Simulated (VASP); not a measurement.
Write the native input for VASP 6.6.1 that does the following.

| Item | Value |
| --- | --- |
| Task | single point |
| Functional | PBE |
| Potentials or basis | VASP PAW PBE potentials, release 64 (Ga_d, N) |
| Cutoff | 520 eV |
| k mesh | 12 × 12 × 6 |
| Occupations | gaussian, width 0.05 eV |
| Spin | no spin polarisation |
| Dipole correction | no |
| Further INCAR settings | ALGO = Normal; EDIFF = 1e-06; NBANDS = 26 |

The structure of GaN lies in POSCAR:

```
GaN
1.0
    3.0209996775      0.0000000000      0.0000000000
   -1.5104998388      2.6162624655      0.0000000000
    0.0000000000      0.0000000000      5.0368500000
Ga N
2 2
Direct
    0.3333333333      0.6666666667      0.0000000000
    0.6666666667      0.3333333333      0.5000000000
    0.3333333333      0.6666666667      0.3750000000
    0.6666666667      0.3333333333      0.8750000000
```

This cell differs from its parent crystal: strain -0.050 along x and y, -0.025 along z.

The input as run:

INCAR

```
PREC = Accurate ; ENCUT = 520
EDIFF = 1E-6 ; ISMEAR = 0
SIGMA = 0.05 ; LREAL = F
LASPH = T ; NELM = 80
ALGO = Normal ; ISIF = 2
LWAVE = F ; LCHARG = F
GGA = PE ; NBANDS = 26
```

KPOINTS

```
regular mesh
0
Gamma
  12 12 6
```

Potentials or basis: VASP PAW PBE potentials, release 64 (Ga_d, N).

Command:

```sh
$ cat potpaw_PBE.64/Ga_d/POTCAR potpaw_PBE.64/N/POTCAR > POTCAR
$ mpirun -np 1 vasp_std > vasp.out
```

Results of the run:

```yaml
Pressure: 41.2 GPa
Largest_force: 0.345 eV/Å
Band_gap_on_the_k_mesh: 2.73 eV, direct
```

Caveat: the cell differs from its parent crystal (strain -0.050 along x and y, -0.025 along z).

Wall time 72 s on 1 thread of Intel(R) Xeon(R) Platinum 8488C (Sapphire Rapids), on a shared host, peak memory 0.2 GiB.
